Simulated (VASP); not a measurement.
Wanted: the native input for a VASP 6.6.1 run.

```yaml
Task: single point
Functional: PBE
Potentials_or_basis: VASP PAW PBE potentials, release 64 (Sn_d, Ir)
Cutoff: 520 eV
k_mesh: 3 × 3 × 4
Occupations: gaussian, width 0.1 eV
Spin: no spin polarisation
Dipole_correction: no
Further_INCAR_settings: ALGO = Fast; EDIFF = 1e-07; NBANDS = 61
```

The structure of Sn3Ir lies in POSCAR:

```
Sn3Ir
1.0
    6.4178104457      0.0000000000      0.0000000000
   -3.2089052229      5.5579868827      0.0000000000
    0.0000000000      0.0000000000      5.1512831015
Sn Ir
6 2
Direct
    0.8330000000      0.6660000000      0.2500000000
    0.1670000000      0.8330000000      0.7500000000
    0.3340000000      0.1670000000      0.2500000000
    0.1670000000      0.3340000000      0.7500000000
    0.8330000000      0.1670000000      0.2500000000
    0.6660000000      0.8330000000      0.7500000000
    0.3333333333      0.6666666667      0.2500000000
    0.6666666667      0.3333333333      0.7500000000
```

The input as run:

INCAR

```
PREC = Accurate
ENCUT = 520
EDIFF = 1E-7
ISMEAR = 0
SIGMA = 0.1
LREAL = F
LASPH = T
NELM = 60
ALGO = Fast
ISIF = 2
LWAVE = F
LCHARG = F
GGA = PE
NBANDS = 61
```

KPOINTS

```
Automatic mesh
0
Gamma
  3 3 4
```

Potentials or basis: VASP PAW PBE potentials, release 64 (Sn_d, Ir).

Command:

```console
$ cat potpaw_PBE.64/Sn_d/POTCAR potpaw_PBE.64/Ir/POTCAR > POTCAR
$ mpirun -np 1 vasp_std > vasp.out
```

Results of the run:

```
Pressure               : -2.0 GPa
Largest force          : 1.096 eV/Å
Band gap on the k mesh : zero (bands 51 and 52 overlap by 1.10 eV)
```

Caveat: the k points lie up to 0.38 Å⁻¹ apart, too coarse for converged energies and pressures of a metal; spin-orbit coupling is left out, which moves the levels of the heavy elements; forces of over 1 eV/Å act on the atoms, so gaps and moduli don't describe the material at rest.

It took 2.1 min on 1 thread of Intel(R) Xeon(R) Platinum 8124M CPU @ 3.00GHz (Skylake/Cascade Lake), with other jobs on the host, peak memory 0.33 GiB.
